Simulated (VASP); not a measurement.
Here is a VASP 6.6.1 calculation.

INCAR

```
SYSTEM = LiH
  PREC = Accurate
  ENCUT = 520
  EDIFF = 1E-6
  ISMEAR = 0
  SIGMA = 0.01
  LREAL = .FALSE.
  LASPH = .TRUE.
  NELM = 60
  ALGO = Normal
  ISIF = 2
  LWAVE = .FALSE.
  LCHARG = .FALSE.
  GGA = PE
  NBANDS = 12
```

File KPOINTS:

```
Automatic mesh
0
G
  6 6 4
  0 0 0
```

Contents of POSCAR:

```
LiH
1.0
    3.2558279722      0.0000000000      0.0000000000
   -1.6279139861      2.8196297343      0.0000000000
    0.0000000000      0.0000000000      4.0684430029
Li H
2 2
Direct
    0.3333333333      0.6666666667     -0.0625093485
    0.6666666667      0.3333333333      0.4374906515
    0.3333333333      0.6666666667      0.4375093485
    0.6666666667      0.3333333333      0.9375093485
```

Potentials or basis: VASP PAW PBE potentials, release 64 (Li_sv, H).

Command:

```sh
$ cat potpaw_PBE.64/Li_sv/POTCAR potpaw_PBE.64/H/POTCAR > POTCAR
$ mpirun -np 1 vasp_std > vasp.out
```

Task: Predict the band gap on the k mesh.

Result: 1.83 eV, indirect (least direct gap 3.07 eV).

 A k mesh can miss the band edges.
